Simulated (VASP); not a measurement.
# InAs (I-4m2) in VASP: further runs

Runs on InAs. Level: PBE. Tasks: single point.

Program: VASP 6.6.1. These are calculated values, not measurements. Logs are shortened: lines on timing, memory, paths and dates and some standing lists are left out, and cuts for length are marked.

## (1) The cell of the first run

It takes space group I-4m2 (No. 119, tetragonal). Conventional cell: a = 4.024 Å, b = 4.024 Å, c = 6.830 Å, α = 90.00°, β = 90.00°, γ = 90.00°. Within 3.5 Å of In (site symmetry -4m2) lie 4 As at 2.64 Å. As (site symmetry -4m2) has 4 In at 2.64 Å within 3.5 Å.

## (2) Single point, PBE

Input file INCAR:

```
SYSTEM = InAs
  PREC = Accurate
  ENCUT = 520
  EDIFF = 1E-6
  ISMEAR = 0
  SIGMA = 0.15
  LREAL = .False.
  LASPH = .True.
  NELM = 100
  ALGO = Normal
  ISIF = 2
  LWAVE = .False.
  LCHARG = .False.
  GGA = PE
  NBANDS = 16
```

Input file KPOINTS:

```
Automatic mesh
0
Gamma
  16 16 16
  0 0 0
```

Input file POSCAR:

```
InAs
1.0
    0.0000000000      2.8456929513      3.4148315416
    2.8456929513      0.0000000000      3.4148315416
    2.8456929513      2.8456929513      0.0000000000
In As
1 1
Direct
    0.0000000000      0.0000000000      0.0000000000
    0.7500000000      0.7500000000      0.7500000000
```

Potentials or basis: VASP PAW PBE potentials, release 64 (In_d, As).

Command:

```sh
cat potpaw_PBE.64/In_d/POTCAR potpaw_PBE.64/As/POTCAR > POTCAR
mpirun -np 1 vasp_std > vasp.out
```

OUTCAR:

```text
SYSTEM = InAs
   PREC = Accurate
   ENCUT = 520
   EDIFF = 1E-6
   ISMEAR = 0
   LREAL = .False.
   LASPH = .True.
   NELM = 100
   ISIF = 2
   GGA = PE

 ion  position               nearest neighbor table
   1  0.000  0.000  0.000-   2 2.64   2 2.64   2 2.64   2 2.64
   2  0.750  0.750  0.750-   1 2.64   1 2.64   1 2.64   1 2.64

  LATTYP: Found a body centered tetragonal cell.
 ALAT       =     4.0244175661
 C/A-ratio  =     1.6970562749

  Lattice vectors:

 A1 = (  -2.8456929513,   0.0000000000,   3.4148315416)
 A2 = (   2.8456929513,   0.0000000000,   3.4148315416)
 A3 = (   0.0000000000,   2.8456929513,  -3.4148315416)

Analysis of symmetry for initial positions (statically):
=====================================================================
 Subroutine PRICEL returns:
 Original cell was already a primitive cell.

 Routine SETGRP: Setting up the symmetry group for a
 body centered tetragonal supercell.

 Subroutine GETGRP returns: Found  8 space group operations
 (whereof  8 operations were pure point group operations)
 out of a pool of 16 trial point group operations.

The static configuration has the point symmetry D_2d.

Analysis of symmetry for dynamics (positions and initial velocities):
=====================================================================
 Subroutine PRICEL returns:
 Original cell was already a primitive cell.

 Routine SETGRP: Setting up the symmetry group for a
 body centered tetragonal supercell.

 Subroutine GETGRP returns: Found  8 space group operations
 (whereof  8 operations were pure point group operations)
 out of a pool of 16 trial point group operations.

The dynamic configuration has the point symmetry D_2d.

 Subroutine INISYM returns: Found  8 space group operations
 (whereof  8 operations are pure point group operations),
 and found     1 'primitive' translations

----------------------------------------------------------------------------------------

                                     Primitive cell

  volume of cell :      55.3064

  direct lattice vectors                    reciprocal lattice vectors
     0.000000000  2.845692951  3.414831542    -0.175704129  0.175704129  0.146420107
     2.845692951  0.000000000  3.414831542     0.175704129 -0.175704129  0.146420107
     2.845692951  2.845692951  0.000000000     0.175704129  0.175704129 -0.146420107

  length of vectors
     4.445114490  4.445114490  4.024417566     0.288414163  0.288414163  0.288414163

  position of ions in fractional coordinates (direct lattice)
     0.000000000  0.000000000  0.000000000
     0.750000000  0.750000000  0.750000000

  ion indices of the primitive-cell ions
   primitive index   ion index
                 1           1
                 2           2

----------------------------------------------------------------------------------------

 KPOINTS: Automatic mesh

Automatic generation of k-mesh.
 Grid dimensions read from file:
 generate k-points for:   16   16   16

 Generating k-lattice:

  Cartesian coordinates                     Fractional coordinates (reciprocal lattice)
    -0.010981508  0.010981508  0.009151257     0.062500000 -0.000000000  0.000000000
     0.010981508 -0.010981508  0.009151257    -0.000000000  0.062500000  0.000000000
     0.010981508  0.010981508 -0.009151257     0.000000000  0.000000000  0.062500000

  Length of vectors
     0.018025885  0.018025885  0.018025885

  Shift w.r.t. Gamma in fractional coordinates (k-lattice)
     0.000000000  0.000000000  0.000000000

 Subroutine IBZKPT returns following result:
 ===========================================

 Found    349 irreducible k-points:

 Following reciprocal coordinates:
            Coordinates               Weight
  0.000000  0.000000  0.000000      1.000000
  0.062500  0.000000  0.000000      8.000000
  0.125000  0.000000  0.000000      8.000000
  0.187500 -0.000000  0.000000      8.000000
  0.250000  0.000000  0.000000      8.000000
  0.312500  0.000000  0.000000      8.000000
[... 16 lines left out ...]
 -0.125000  0.062500  0.000000      8.000000
 -0.062500  0.062500  0.000000      4.000000
 [... further k-points ...]
   k-points           NKPTS =    349   k-points in BZ     NKDIM =    349   number of bands    NBANDS=     16
   number of dos      NEDOS =    301   number of ions     NIONS =      2
   total plane-waves  NPLWV =  38880
   dimension x,y,z NGX =    36 NGY =   36 NGZ =   30
   dimension x,y,z NGXF=    72 NGYF=   72 NGZF=   60
   ions per type =               1   1
   NGX,Y,Z   is equivalent  to a cutoff of  13.46, 13.46, 12.39 a.u.
   NGXF,Y,Z  is equivalent  to a cutoff of  26.93, 26.93, 24.79 a.u.
 SYSTEM =  InAs
   PREC   = accura    normal or accurate (medium, high low for compatibility)
   ISTART =      0    job   : 0-new  1-cont  2-samecut
   ICHARG =      2    charge: 1-file 2-atom 10-const
   ISPIN  =      1    spin polarized calculation?
   LNONCOLLINEAR =      F non collinear calculations
   LSORBIT =      F    spin-orbit coupling
   LASPH  =      T    aspherical Exc in radial PAW
   ENCUT  =  520.0 eV  38.22 Ry    6.18 a.u.   8.26  8.26  7.48*2*pi/ulx,y,z
   NELM   =    100;   NELMIN=  2; NELMDL= -5     # of ELM steps
   EDIFF  = 0.1E-05   stopping-criterion for ELM
   LREAL  =      F    real-space projection
   EDIFFG = 0.1E-04   stopping-criterion for IOM
   NSW    =      0    number of steps for IOM
   IBRION =     -1    ionic relax: 0-MD 1-quasi-New 2-CG
   NFREE  =      0    steps in history (QN), initial steepest desc. (CG)
   ISIF   =      2    stress and relaxation
   ISYM   =      2    0-nonsym 1-usesym 2-fastsym
   POTIM  = 0.5000    time-step for ionic-motion
   TEBEG  =    0.0;   TEEND  =   0.0 temperature during run
   PSTRESS=    0.0 pullay stress
   NELECT =      18.0000    total number of electrons
   NUPDOWN=      -1.0000    fix difference up-down
   EMIN   =  10.00;   EMAX   =-10.00  energy-range for DOS
   EFERMI =   0.00;   METHOD = LEGACY
   ISMEAR =     0;   SIGMA  =   0.15  broadening in eV -4-tet -1-fermi 0-gaus
   EFERMI_NEDOS =   21; number of points for ismear=-14 and -15
   IALGO  =     38    algorithm
   IMIX   =      4    mixing-type and parameters
     AMIX     =   0.40;   BMIX     =  1.00
     AMIX_MAG =   1.60;   BMIX_MAG =  1.00
  volume/ion in A,a.u.               =      27.65       186.61
  Fermi-wavevector in a.u.,A,eV,Ry     =   1.126092  2.128005 17.253320  1.268083
  Thomas-Fermi vector in A             =   2.262772
   LORBIT       =      0    0 simple, 1 ext, 2 COOP (PROOUT), +10 PAW based schemes
   GGA     = PE    functional components
   LHFCALC =     F    Hartree Fock is set to
   AEXX    =    0.0000 exact exchange contribution
   IVDW    =     0    specifies the selected vdW correction
   LEPSILON=     F    determine dielectric tensor
   LRPA    =     F    only Hartree local field effects (RPA)
 non-spin polarized calculation
 Gauss-broadening in eV      SIGMA  =   0.15
  energy-cutoff  :      520.00
  volume of cell :       55.31
 maximum number of plane-waves:      1517
 NGX is ok and might be reduce to    36

 number of electron      17.9999999 magnetization

 Free energy of the ion-electron system (eV)
  ---------------------------------------------------
  ext. energy  EPLUGINS =         0.00000000
  ---------------------------------------------------
  free energy    TOTEN  =        -7.51745505 eV

  energy without entropy =       -7.51688817  energy(sigma->0) =       -7.51717161

 E-fermi :   4.9404     XC(G=0):  -9.1258

 val. band max:        4.8826883714   @ k =   0.0625   0.0625   0.0000
 cond. band min:       5.0389054335   @ k =   0.5000   0.0000   0.0000
 fundamental gap:      0.1562170622
 Fermi energy:         4.9404364107

 k-point     1 :       0.0000    0.0000    0.0000
  band No.  band energies     occupation
      1      -9.9524      2.00000
      2      -9.8753      2.00000
      3      -9.8753      2.00000
      4      -9.8003      2.00000
      5      -9.7878      2.00000
      6      -7.2769      2.00000
[... 8 lines left out ...]
     15      12.6816      0.00000
     16      13.1446      0.00000

 k-point     2 :       0.0625    0.0000    0.0000
  band No.  band energies     occupation
      1      -9.9517      2.00000
      2      -9.8794      2.00000
      3      -9.8740      2.00000
      4      -9.8009      2.00000
      5      -9.7866      2.00000
      6      -7.2367      2.00000
[... 8 lines left out ...]
     15      12.6579      0.00000
     16      13.5638      0.00000

 k-point     3 :       0.1250    0.0000    0.0000
  band No.  band energies     occupation
      1      -9.9510      2.00000
      2      -9.8895      2.00000
      3      -9.8707      2.00000
      4      -9.8026      2.00000
      5      -9.7832      2.00000
      6      -7.1182      2.00000
[... 8 lines left out ...]
     15      13.0390      0.00000
     16      14.4096      0.00000

 k-point     4 :       0.1875   -0.0000    0.0000
  band No.  band energies     occupation
      1      -9.9546      2.00000
      2      -9.8994      2.00000
      3      -9.8659      2.00000
      4      -9.8048      2.00000
      5      -9.7782      2.00000
      6      -6.9289      2.00000
[... 8 lines left out ...]
     15      13.5651      0.00000
     16      13.9753      0.00000

 k-point     5 :       0.2500    0.0000    0.0000
  band No.  band energies     occupation
      1      -9.9667      2.00000
      2      -9.9030      2.00000
      3      -9.8607      2.00000
      4      -9.8068      2.00000
      5      -9.7717      2.00000
      6      -6.6822      2.00000
[... 8 lines left out ...]
     15      13.6820      0.00000
     16      13.8101      0.00000

 k-point     6 :       0.3125    0.0000    0.0000
  band No.  band energies     occupation
      1      -9.9838      2.00000
      2      -9.9014      2.00000
      3      -9.8564      2.00000
      4      -9.8080      2.00000
      5      -9.7646      2.00000
      6      -6.4011      2.00000
[... 8 lines left out ...]
     15      13.6792      0.00000
     16      14.1657      0.00000

 k-point     7 :       0.3750   -0.0000    0.0000
  band No.  band energies     occupation
      1      -9.9997      2.00000
      2      -9.8986      2.00000
      3      -9.8537      2.00000
      4      -9.8081      2.00000
      5      -9.7579      2.00000
      6      -6.1240      2.00000
[... 8 lines left out ...]
     15      13.9793      0.00000
     16      14.8694      0.00000

 k-point     8 :       0.4375   -0.0000    0.0000
  band No.  band energies     occupation
      1     -10.0106      2.00000
      2      -9.8966      2.00000
      3      -9.8524      2.00000
      4      -9.8076      2.00000
      5      -9.7532      2.00000
      6      -5.9096      2.00000
[... 8 lines left out ...]
     15      14.4947      0.00000
     16      15.1772      0.00000

 k-point     9 :       0.5000    0.0000    0.0000
  band No.  band energies     occupation
      1     -10.0145      2.00000
      2      -9.8959      2.00000
      3      -9.8521      2.00000
      4      -9.8073      2.00000
      5      -9.7514      2.00000
      6      -5.8268      2.00000
[... 8 lines left out ...]
     15      14.8607      0.00000
     16      14.8923      0.00000
[... 172 lines left out ...]
 k-point    19 :      -0.3750    0.0625    0.0000
  band No.  band energies     occupation
      1     -10.0054      2.00000
      2      -9.8973      2.00000
      3      -9.8525      2.00000
      4      -9.8100      2.00000
      5      -9.7554      2.00000
      6      -5.9931      2.00000
[... 8 lines left out ...]
     15      13.8092      0.00000
     16      15.6229      0.00000

 k-point    20 :      -0.3125    0.0625    0.0000
  band No.  band energies     occupation
      1      -9.9899      2.00000
      2      -9.9016      2.00000
      3      -9.8551      2.00000
      4      -9.8109      2.00000
      5      -9.7609      2.00000
      6      -6.2465      2.00000
[... 8 lines left out ...]
     15      13.3857      0.00000
     16      15.0678      0.00000

 k-point    21 :      -0.2500    0.0625    0.0000
  band No.  band energies     occupation
      1      -9.9694      2.00000
      2      -9.9078      2.00000
      3      -9.8592      2.00000
      4      -9.8105      2.00000
      5      -9.7677      2.00000
      6      -6.5282      2.00000
[... 8 lines left out ...]
     15      13.2516      0.00000
     16      14.3302      0.00000

 k-point    22 :      -0.1875    0.0625    0.0000
  band No.  band energies     occupation
      1      -9.9478      2.00000
      2      -9.9141      2.00000
      3      -9.8642      2.00000
      4      -9.8085      2.00000
      5      -9.7744      2.00000
      6      -6.7916      2.00000
[... 8 lines left out ...]
     15      13.4146      0.00000
     16      13.8219      0.00000

 k-point    23 :      -0.1250    0.0625    0.0000
  band No.  band energies     occupation
      1      -9.9377      2.00000
      2      -9.9102      2.00000
      3      -9.8691      2.00000
      4      -9.8057      2.00000
      5      -9.7801      2.00000
      6      -7.0077      2.00000
[... 8 lines left out ...]
     15      13.3781      0.00000
     16      13.8292      0.00000

 k-point    24 :      -0.0625    0.0625    0.0000
  band No.  band energies     occupation
      1      -9.9437      2.00000
      2      -9.8933      2.00000
      3      -9.8726      2.00000
      4      -9.8030      2.00000
      5      -9.7843      2.00000
      6      -7.1594      2.00000
[... 8 lines left out ...]
     15      13.0655      0.00000
     16      13.8353      0.00000

 [... further k-points ...]
[... 5 lines left out ...]
  --------------------------------------------------------------------------------------
  -------------------------------------------------------------------------------------
  Total        2.1100397      2.1100397     -0.7233122      0.0000000      0.0000000      0.0000000
  in kB       61.1259824     61.1259824    -20.9537154      0.0000000      0.0000000      0.0000000
  external PRESSURE =      33.7660832 kB  Pullay stress =       0.0000000 kB

 VOLUME and BASIS-vectors are now :
 -----------------------------------------------------------------------------
  energy-cutoff  :      520.00
  volume of cell :       55.31
      direct lattice vectors                 reciprocal lattice vectors
     0.000000000  2.845692951  3.414831542    -0.175704129  0.175704129  0.146420107
     2.845692951  0.000000000  3.414831542     0.175704129 -0.175704129  0.146420107
     2.845692951  2.845692951  0.000000000     0.175704129  0.175704129 -0.146420107

 POSITION                                       TOTAL-FORCE (eV/Angst)
 -----------------------------------------------------------------------------------
      0.00000      0.00000      0.00000         0.000000      0.000000      0.000000
      4.26854      4.26854      5.12225        -0.000000     -0.000000     -0.000000
 -----------------------------------------------------------------------------------
    total drift:                                0.000000      0.000000     -0.000005

  FREE ENERGIE OF THE ION-ELECTRON SYSTEM (eV)
  ---------------------------------------------------
  free  energy   TOTEN  =        -7.5174550481 eV

  energy  without entropy=       -7.5168881694  energy(sigma->0) =       -7.51717161
```

It took 4.8 min on 1 thread of Intel Xeon Platinum 8259CL at 2.50GHz (Skylake/Cascade Lake), shared host; peak memory 0.44 GiB.

Results:

```yaml
Free_energy: -7.5175 eV
Pressure: 3.4 GPa
Band_gap_on_the_k_mesh: zero (filled and empty bands touch)
```

Levels at points of the mesh, in eV from the Fermi level:
```
           k point  band 7  band 8  band 9  band 10  band 11  band 12
(0.00, 0.00, 0.00)   -1.22   -0.88   -0.07    -0.07     3.52     3.52
(0.50, 0.00, 0.00)   -6.14   -2.04   -0.70     0.10     4.22     4.88
(0.50, 0.50, 0.00)   -6.90   -1.97   -1.97     1.83     2.71     7.54
(0.50, 0.00, 0.50)   -5.84   -3.00   -2.94     0.85     1.13     7.32
```

Caveat: spin-orbit coupling is left out, which moves the levels of the heavy elements.

## (3) Single point, PBE

This run uses another cell than the first one, of the same volume but with other edges.

Input file INCAR:

```
ALGO = Normal ; EDIFF = 1E-6
ENCUT = 520 ; GGA = PE
ISIF = 2 ; ISMEAR = 0
LASPH = True ; LCHARG = True
LELF = True ; LREAL = False
LVHAR = True ; LWAVE = False
NBANDS = 16 ; NELM = 100
PREC = Accurate ; SIGMA = 0.15
```

Input file KPOINTS:

```
k-points
0
Gamma
  16 16 16
```

Input file POSCAR:

```
InAs
1.0
    0.0000000000      2.6942133495      3.8096176761
    2.6942133495      0.0000000000      3.8096176761
    2.6942133495      2.6942133495      0.0000000000
In As
1 1
Direct
    0.0000000000      0.0000000000      0.0000000000
    0.7500000000      0.7500000000      0.7500000000
```

Potentials or basis: VASP PAW PBE potentials, release 64 (In_d, As).

Command:

```sh
cat potpaw_PBE.64/In_d/POTCAR potpaw_PBE.64/As/POTCAR > POTCAR
mpirun -np 1 vasp_std > vasp.out
```

Run time: 4.1 min. Hardware: 1 thread of Intel Xeon Platinum 8259CL at 2.50GHz (Skylake/Cascade Lake), shared host; peak memory 0.44 GiB.

It converged, with:

```
Free energy            : -7.0710 eV
Pressure               : 2.6 GPa
Band gap on the k mesh : zero (band 9 reaches 5.34 eV, above the bottom of band 10 at 4.93 eV)
```

Stress tensor (GPa, compression positive):
```
 7.18  0.00  0.00
 0.00  7.18  0.00
 0.00  0.00 -6.63
```

Levels at points of the mesh, in eV from the Fermi level:
```tsv
k point	band 5	band 6	band 7	band 8	band 9	band 10	band 11	band 12	band 13	band 14
(0.00, 0.00, 0.00)	-14.87	-12.18	-2.24	-1.79	0.24	0.24	3.77	3.77	4.42	5.71
(0.50, 0.00, 0.00)	-14.81	-10.76	-6.11	-2.63	-0.82	-0.01	4.73	5.50	6.07	7.84
(0.50, 0.50, 0.00)	-14.84	-10.99	-7.44	-1.23	-1.23	2.54	3.51	6.30	8.17	8.17
(0.50, 0.00, 0.50)	-14.80	-9.94	-5.40	-3.13	-3.03	0.54	0.63	5.65	6.54	7.15
```

Caveat: spin-orbit coupling is left out, which moves the levels of the heavy elements.
